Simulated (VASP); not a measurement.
# Ca4B3 (P4mm) in VASP: notebook

The runs below take Ca4B3 through single point, relaxation of cell and atoms, with PBE.

All numbers are computed with VASP 6.6.1; they aren't measurements. Logs are shortened: lines on timing, memory, paths and dates and some standing lists are left out, and cuts for length are marked.

## (1) The cell of the first run

It takes space group P4mm (No. 99, tetragonal). Conventional cell: a = 3.951 Å, b = 3.951 Å, c = 8.290 Å, α = 90.00°, β = 90.00°, γ = 90.00°. Ca (site symmetry 4mm) has 5 B at 2.29 to 3.09 Å and 4 Ca at 2.56 Å within 3.1 Å. Within 3.3 Å of Ca (site symmetry 4mm) lie 6 B at 2.17 to 3.22 Å and 4 Ca at 3.00 Å. Within 2.6 Å of Ca (site symmetry 2mm) lie 4 B at 1.98 to 2.08 Å and 2 Ca at 2.56 Å. Within 2.9 Å of B (site symmetry 4mm) lie 5 Ca at 2.08 to 2.29 Å and 4 B at 2.85 Å. B (site symmetry 4mm) has 5 Ca at 1.98 to 2.17 Å within 2.6 Å. Within 4.0 Å of B (site symmetry 4mm) lie 5 B at 3.03 to 3.95 Å and 9 Ca at 3.09 to 3.55 Å.

The cell was built from a structure type or drawn by symmetry, and may not be a known phase.

## (2) Single point, PBE

INCAR reads:

```
PREC = Accurate
ENCUT = 520
EDIFF = 1E-6
ISMEAR = 0
SIGMA = 0.1
LREAL = False
LASPH = True
NELM = 80
ALGO = Normal
ISIF = 2
LWAVE = False
LCHARG = False
GGA = PE
NBANDS = 34
```

KPOINTS reads:

```
regular mesh
0
Gamma
  4 4 2
```

POSCAR reads:

```
Ca4B3
1.0
    3.9508056400      0.0000000000      0.0000000000
    0.0000000000      3.9508056400      0.0000000000
    0.0000000000      0.0000000000      8.2895384100
Ca B
4 3
Direct
    0.5000000000      0.5000000000      0.5188853900
    0.0000000000      0.0000000000      0.9873142100
    0.5000000000      0.0000000000      0.7153370000
    0.0000000000      0.5000000000      0.7153370000
    0.5000000000      0.5000000000      0.7951334700
    0.0000000000      0.0000000000      0.7252380800
    0.0000000000      0.0000000000      0.3599632800
```

Potentials or basis: VASP PAW PBE potentials, release 64 (Ca_sv, B).

On the command line:

```console
cat potpaw_PBE.64/Ca_sv/POTCAR potpaw_PBE.64/B/POTCAR > POTCAR
mpirun -np 1 vasp_std > vasp.out
```

OUTCAR:

```text
PREC = Accurate
   ENCUT = 520
   EDIFF = 1E-6
   ISMEAR = 0
   LREAL = False
   LASPH = True
   NELM = 80
   ISIF = 2
   GGA = PE

 ion  position               nearest neighbor table
   1  0.500  0.500  0.519-   5 2.29   4 2.56   3 2.56   3 2.56   4 2.56
   2  0.000  0.000  0.987-   6 2.17   4 3.00   3 3.00   4 3.00   3 3.00
   3  0.500  0.000  0.715-   6 1.98   6 1.98   5 2.08   5 2.08   1 2.56   1 2.56   4 2.79   4 2.79
                             4 2.79   4 2.79   2 3.00   2 3.00
   4  0.000  0.500  0.715-   6 1.98   6 1.98   5 2.08   5 2.08   1 2.56   1 2.56   3 2.79   3 2.79
                             3 2.79   3 2.79   2 3.00   2 3.00
   5  0.500  0.500  0.795-   3 2.08   4 2.08   3 2.08   4 2.08   1 2.29
   6  0.000  0.000  0.725-   3 1.98   4 1.98   4 1.98   3 1.98   2 2.17
   7  0.000  0.000  0.360-

  LATTYP: Found a simple tetragonal cell.
 ALAT       =     3.9508056400
 C/A-ratio  =     2.0981893733

  Lattice vectors:

 A1 = (   3.9508056400,   0.0000000000,   0.0000000000)
 A2 = (   0.0000000000,   3.9508056400,   0.0000000000)
 A3 = (   0.0000000000,   0.0000000000,   8.2895384100)

Analysis of symmetry for initial positions (statically):
=====================================================================
 Subroutine PRICEL returns:
 Original cell was already a primitive cell.

 Routine SETGRP: Setting up the symmetry group for a
 simple tetragonal supercell.

 Subroutine GETGRP returns: Found  8 space group operations
 (whereof  8 operations were pure point group operations)
 out of a pool of 16 trial point group operations.

The static configuration has the point symmetry C_4v.

Analysis of symmetry for dynamics (positions and initial velocities):
=====================================================================
 Subroutine PRICEL returns:
 Original cell was already a primitive cell.

 Routine SETGRP: Setting up the symmetry group for a
 simple tetragonal supercell.

 Subroutine GETGRP returns: Found  8 space group operations
 (whereof  8 operations were pure point group operations)
 out of a pool of 16 trial point group operations.

The dynamic configuration has the point symmetry C_4v.

 Subroutine INISYM returns: Found  8 space group operations
 (whereof  8 operations are pure point group operations),
 and found     1 'primitive' translations

----------------------------------------------------------------------------------------

                                     Primitive cell

  volume of cell :     129.3903

  direct lattice vectors                    reciprocal lattice vectors
     3.950805640  0.000000000  0.000000000     0.253112932  0.000000000  0.000000000
     0.000000000  3.950805640  0.000000000     0.000000000  0.253112932  0.000000000
     0.000000000  0.000000000  8.289538410     0.000000000  0.000000000  0.120633979

  length of vectors
     3.950805640  3.950805640  8.289538410     0.253112932  0.253112932  0.120633979

  position of ions in fractional coordinates (direct lattice)
     0.500000000  0.500000000  0.518885390
     0.000000000  0.000000000  0.987314210
     0.500000000  0.000000000  0.715337000
     0.000000000  0.500000000  0.715337000
     0.500000000  0.500000000  0.795133470
     0.000000000  0.000000000  0.725238080
     0.000000000  0.000000000  0.359963280

  ion indices of the primitive-cell ions
   primitive index   ion index
                 1           1
                 2           2
                 3           3
                 4           4
                 5           5
                 6           6
                 7           7

----------------------------------------------------------------------------------------

 KPOINTS: regular mesh

Automatic generation of k-mesh.
 Grid dimensions read from file:
 generate k-points for:    4    4    2

 Generating k-lattice:

  Cartesian coordinates                     Fractional coordinates (reciprocal lattice)
     0.063278233  0.000000000  0.000000000     0.250000000  0.000000000  0.000000000
     0.000000000  0.063278233  0.000000000     0.000000000  0.250000000  0.000000000
     0.000000000  0.000000000  0.060316989     0.000000000  0.000000000  0.500000000

  Length of vectors
     0.063278233  0.063278233  0.060316989

  Shift w.r.t. Gamma in fractional coordinates (k-lattice)
     0.000000000  0.000000000  0.000000000

 Subroutine IBZKPT returns following result:
 ===========================================

 Found     12 irreducible k-points:

 Following reciprocal coordinates:
            Coordinates               Weight
  0.000000  0.000000  0.000000      1.000000
  0.250000  0.000000  0.000000      4.000000
  0.500000  0.000000  0.000000      2.000000
  0.250000  0.250000  0.000000      4.000000
  0.500000  0.250000  0.000000      4.000000
  0.500000  0.500000  0.000000      1.000000
  0.000000  0.000000  0.500000      1.000000
  0.250000  0.000000  0.500000      4.000000
  0.500000  0.000000  0.500000      2.000000
  0.250000  0.250000  0.500000      4.000000
  0.500000  0.250000  0.500000      4.000000
  0.500000  0.500000  0.500000      1.000000
   k-points           NKPTS =     12   k-points in BZ     NKDIM =     12   number of bands    NBANDS=     34
   number of dos      NEDOS =    301   number of ions     NIONS =      7
   total plane-waves  NPLWV =  57600
   dimension x,y,z NGX =    30 NGY =   30 NGZ =   64
   dimension x,y,z NGXF=    60 NGYF=   60 NGZF=  128
   ions per type =               4   3
   NGX,Y,Z   is equivalent  to a cutoff of  12.62, 12.62, 12.84 a.u.
   NGXF,Y,Z  is equivalent  to a cutoff of  25.25, 25.25, 25.67 a.u.
 SYSTEM =  unknown system
   PREC   = accura    normal or accurate (medium, high low for compatibility)
   ISTART =      0    job   : 0-new  1-cont  2-samecut
   ICHARG =      2    charge: 1-file 2-atom 10-const
   ISPIN  =      1    spin polarized calculation?
   LNONCOLLINEAR =      F non collinear calculations
   LSORBIT =      F    spin-orbit coupling
   LASPH  =      T    aspherical Exc in radial PAW
   ENCUT  =  520.0 eV  38.22 Ry    6.18 a.u.   7.35  7.35 15.41*2*pi/ulx,y,z
   NELM   =     80;   NELMIN=  2; NELMDL= -5     # of ELM steps
   EDIFF  = 0.1E-05   stopping-criterion for ELM
   LREAL  =      F    real-space projection
   EDIFFG = 0.1E-04   stopping-criterion for IOM
   NSW    =      0    number of steps for IOM
   IBRION =     -1    ionic relax: 0-MD 1-quasi-New 2-CG
   NFREE  =      0    steps in history (QN), initial steepest desc. (CG)
   ISIF   =      2    stress and relaxation
   ISYM   =      2    0-nonsym 1-usesym 2-fastsym
   POTIM  = 0.5000    time-step for ionic-motion
   TEBEG  =    0.0;   TEEND  =   0.0 temperature during run
   PSTRESS=    0.0 pullay stress
   NELECT =      49.0000    total number of electrons
   NUPDOWN=      -1.0000    fix difference up-down
   EMIN   =  10.00;   EMAX   =-10.00  energy-range for DOS
   EFERMI =   0.00;   METHOD = LEGACY
   ISMEAR =     0;   SIGMA  =   0.10  broadening in eV -4-tet -1-fermi 0-gaus
   EFERMI_NEDOS =   21; number of points for ismear=-14 and -15
   IALGO  =     38    algorithm
   IMIX   =      4    mixing-type and parameters
     AMIX     =   0.40;   BMIX     =  1.00
     AMIX_MAG =   1.60;   BMIX_MAG =  1.00
  volume/ion in A,a.u.               =      18.48       124.74
  Fermi-wavevector in a.u.,A,eV,Ry     =   1.184422  2.238232 19.086993  1.402854
  Thomas-Fermi vector in A             =   2.320636
   LORBIT       =      0    0 simple, 1 ext, 2 COOP (PROOUT), +10 PAW based schemes
   GGA     = PE    functional components
   LHFCALC =     F    Hartree Fock is set to
   AEXX    =    0.0000 exact exchange contribution
   IVDW    =     0    specifies the selected vdW correction
   LEPSILON=     F    determine dielectric tensor
   LRPA    =     F    only Hartree local field effects (RPA)
 non-spin polarized calculation
 Gauss-broadening in eV      SIGMA  =   0.10
  energy-cutoff  :      520.00
  volume of cell :      129.39
 maximum number of plane-waves:      3522
 NGX is ok and might be reduce to    30
   NGX = 15   NGY = 15   NGZ = 31

 number of electron      48.9999988 magnetization

 Free energy of the ion-electron system (eV)
  ---------------------------------------------------
  ext. energy  EPLUGINS =         0.00000000
  ---------------------------------------------------
  free energy    TOTEN  =        -7.13355361 eV

  energy without entropy =       -7.10293478  energy(sigma->0) =       -7.11824419

 E-fermi :   3.3577     XC(G=0):  -9.2309

 val. band max:        3.3380812896   @ k =   0.2500   0.2500   0.5000
 cond. band min:       3.3747195032   @ k =   0.2500   0.2500   0.0000
 fundamental gap:      0.0366382137
 Fermi energy:         3.3577156381

 k-point     1 :       0.0000    0.0000    0.0000
  band No.  band energies     occupation
      1     -37.6443      2.00000
      2     -37.5683      2.00000
      3     -35.8832      2.00000
      4     -35.3660      2.00000
      5     -19.1895      2.00000
      6     -19.1895      2.00000
[... 26 lines left out ...]
     33       6.9785      0.00000
     34       6.9785      0.00000

 k-point     2 :       0.2500    0.0000    0.0000
  band No.  band energies     occupation
      1     -37.6180      2.00000
      2     -37.5664      2.00000
      3     -35.8259      2.00000
      4     -35.4589      2.00000
      5     -19.1920      2.00000
      6     -19.1028      2.00000
[... 26 lines left out ...]
     33       6.5955      0.00000
     34       7.0381      0.00000

 k-point     3 :       0.5000    0.0000    0.0000
  band No.  band energies     occupation
      1     -37.5890      2.00000
      2     -37.5666      2.00000
      3     -35.6808      2.00000
      4     -35.6400      2.00000
      5     -19.1357      2.00000
      6     -19.0313      2.00000
[... 26 lines left out ...]
     33       6.8394      0.00000
     34       7.2448      0.00000
[... 260 lines left out ...]
 k-point    11 :       0.5000    0.2500    0.5000
  band No.  band energies     occupation
      1     -37.5684      2.00000
      2     -37.5634      2.00000
      3     -35.6799      2.00000
      4     -35.6592      2.00000
      5     -19.4958      2.00000
      6     -19.0222      2.00000
[... 26 lines left out ...]
     33       6.7806      0.00000
     34       7.0128      0.00000

 k-point    12 :       0.5000    0.5000    0.5000
  band No.  band energies     occupation
      1     -37.5602      2.00000
      2     -37.5473      2.00000
      3     -35.6789      2.00000
      4     -35.6789      2.00000
      5     -19.7013      2.00000
      6     -19.1738      2.00000
[... 26 lines left out ...]
     33       6.5838      0.00000
     34       7.0746      0.00000

------------------------ aborting loop because EDIFF is reached ----------------------------------------

  FORCE on cell =-STRESS in cart. coord.  units (eV):
  Direction    XX          YY          ZZ          XY          YZ          ZX
  --------------------------------------------------------------------------------------
  -------------------------------------------------------------------------------------
  Total       38.7489045     38.7489045     18.5427393      0.0000000      0.0000000      0.0000000
  in kB      479.8089367    479.8089367    229.6057694      0.0000000      0.0000000      0.0000000
  external PRESSURE =     396.4078809 kB  Pullay stress =       0.0000000 kB

 VOLUME and BASIS-vectors are now :
 -----------------------------------------------------------------------------
  energy-cutoff  :      520.00
  volume of cell :      129.39
      direct lattice vectors                 reciprocal lattice vectors
     3.950805640  0.000000000  0.000000000     0.253112932  0.000000000  0.000000000
     0.000000000  3.950805640  0.000000000     0.000000000  0.253112932  0.000000000
     0.000000000  0.000000000  8.289538410     0.000000000  0.000000000  0.120633979

 POSITION                                       TOTAL-FORCE (eV/Angst)
 -----------------------------------------------------------------------------------
      1.97540      1.97540      4.30132         0.000000      0.000000     -7.496726
      0.00000      0.00000      8.18438         0.000000      0.000000      4.950724
      1.97540      0.00000      5.92981         0.000000      0.000000     -2.116910
      0.00000      1.97540      5.92981         0.000000     -0.000000     -2.116910
      1.97540      1.97540      6.59129         0.000000     -0.000000      7.201495
      0.00000      0.00000      6.01189         0.000000      0.000000     -1.907854
      0.00000      0.00000      2.98393         0.000000     -0.000000      1.486182
 -----------------------------------------------------------------------------------
    total drift:                                0.000000     -0.000000      0.001482

  FREE ENERGIE OF THE ION-ELECTRON SYSTEM (eV)
  ---------------------------------------------------
  free  energy   TOTEN  =        -7.1335536055 eV

  energy  without entropy=       -7.1029347800  energy(sigma->0) =       -7.11824419
```

Wall time 36 s (1 thread of Intel Xeon 6975P-C (Granite Rapids), shared host); peak memory 0.24 GiB.

Results:

| Item | Value |
| --- | --- |
| Free energy | -7.1336 eV |
| Pressure | 39.6 GPa |
| Largest force | 7.497 eV/Å |
| Band gap on the k mesh | zero (an odd number of electrons rules out a gap without spin polarisation) |

Forces in eV/Å, atoms in the order of the input:
```
Ca   0.000  0.000 -7.497
Ca   0.000  0.000  4.951
Ca   0.000  0.000 -2.117
Ca   0.000  0.000 -2.117
B    0.000  0.000  7.201
B    0.000  0.000 -1.908
B    0.000  0.000  1.486
```

Caveat: the k points lie up to 0.40 Å⁻¹ apart, too coarse for converged energies and pressures of a metal; forces of over 1 eV/Å act on the atoms, so gaps and moduli don't describe the material at rest.

[end of part 1 of 2]
